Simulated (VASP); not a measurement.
## Sr: relaxation of cell and atoms with PBEsol

Crystal: Sr.

```
CELL_PARAMETERS angstrom
5.62465 0.00000 0.00000
-2.81232 4.87109 0.00000
0.00000 0.00000 6.38135
ATOMIC_POSITIONS crystal
Sr 0.22540 0.00000 0.33333
Sr 0.00000 0.22540 0.66667
Sr 0.77460 0.77460 0.00000
```

```yaml
Program: VASP 6.6.1
Task: relaxation of cell and atoms
Functional: PBEsol
Potentials_or_basis: VASP PAW PBE potentials, release 64 (Sr_sv)
Cutoff: 600 eV
k_mesh: 6 × 6 × 4
Occupations: gaussian, width 0.1 eV
Spin: no spin polarisation
Dipole_correction: no
Further_INCAR_settings: ALGO = Normal; EDIFF = 1e-06; IBRION = 2; EDIFFG = -0.04; NSW = 90; ISIF = 3
```

```
Relaxed volume                        : 51.88 Å³/atom
Relaxed cell                          : a = 4.214 Å, b = 4.214 Å, c = 10.123 Å, α = 90.00°, β = 90.00°, γ = 120.00°
Space group after relaxing (to 0.1 Å) : P3_121 (No. 152)
Energy gained by relaxing             : 1044.8 meV/atom
Ionic steps                           : 25
Pressure after relaxing               : 0.0 GPa
Largest force after relaxing          : 0.024 eV/Å
Band gap on the k mesh                : zero (bands 15 and 16 overlap by 0.01 eV)
```

Forces in eV/Å, atoms in the order of the input:
```
Sr  -0.024  0.000  0.000
Sr   0.012 -0.021  0.000
Sr   0.012  0.021  0.000
```

Stress tensor (GPa, compression positive):
```
-0.03  0.00  0.00
 0.00 -0.03  0.00
 0.00  0.00  0.10
```

The path:
| step | energy change (eV) | largest force (eV/Å) | pressure (GPa) | volume (Å³) |
| --- | --- | --- | --- | --- |
| 1 | 0.0000 | 2.3447 | 0.55 | 174.84 |
| 2 | -0.8025 | 1.7154 | 0.04 | 179.79 |
| 3 | -1.8222 | 0.4459 | -0.98 | 191.43 |
| 4 | -1.9430 | 0.1672 | -1.15 | 195.18 |
| 5 | -2.0014 | 0.0426 | -1.28 | 199.09 |
| 6 | -2.3558 | 0.0880 | -0.64 | 172.50 |
| 7 | -1.7856 | 0.0839 | 9.95 | 102.06 |
| 8 | -2.5922 | 0.0904 | 0.58 | 150.85 |
| 9 | -2.6173 | 0.1120 | 2.69 | 132.59 |
| 10 | -2.6367 | 0.1054 | 1.77 | 139.35 |
| 11 | -2.7943 | 0.0951 | 2.35 | 135.62 |
| 12 | -2.6204 | 0.0117 | 4.66 | 121.00 |
| 13 | -2.8785 | 0.0728 | 3.13 | 130.42 |
| 14 | -3.0742 | 0.0572 | 1.37 | 142.24 |
| 15 | -3.1109 | 0.0413 | -0.08 | 157.26 |
| 16 | -3.1171 | 0.0450 | 0.24 | 153.21 |
| 17 | -3.1171 | 0.0455 | 0.28 | 152.74 |
| 18 | -3.1233 | 0.0468 | 0.16 | 153.92 |
| 19 | -3.1282 | 0.0499 | -0.13 | 157.38 |
| 20 | -3.1288 | 0.0491 | -0.06 | 156.47 |
| 21 | -3.1295 | 0.0481 | -0.03 | 156.05 |
| 22 | -3.1304 | 0.0445 | 0.08 | 154.79 |
| 23 | -3.1309 | 0.0427 | 0.09 | 154.88 |
| 24 | -3.1322 | 0.0369 | 0.05 | 155.13 |
| 25 | -3.1343 | 0.0245 | 0.01 | 155.64 |

Final structure:
```
CELL_PARAMETERS angstrom
4.21352 0.00000 0.00000
-2.10676 3.64901 0.00000
0.00000 0.00000 10.12287
ATOMIC_POSITIONS crystal
Sr 0.34254 0.00000 0.33333
Sr 0.00000 0.34254 0.66667
Sr 0.65746 0.65746 0.00000
```

Levels at points of the mesh, in eV from the Fermi level:
```
           k point  band 11  band 12  band 13  band 14  band 15  band 16  band 17  band 18  band 19
(0.00, 0.00, 0.00)   -18.33   -18.33    -3.77    -2.09    -2.09     0.84     0.84     2.32     2.35
(0.50, 0.00, 0.00)   -18.38   -18.37    -0.98    -0.95    -0.73     0.16     0.21     0.27     1.17
(0.00, 0.00, 0.50)   -18.34   -18.34    -3.29    -3.29    -1.13     0.21     1.83     1.83     2.17
(0.50, 0.00, 0.50)   -18.37   -18.36    -1.21    -0.74    -0.71     0.11     0.37     0.40     1.05
```

It took 18 min on 1 thread of Intel(R) Xeon(R) 6975P-C (Granite Rapids), on a shared host, peak memory 0.45 GiB.

Caveat: a cell axis changed by over 15 % at a fixed basis, so the end point is rough; the PAW data sets were made with another functional, which shifts forces and pressure a little.
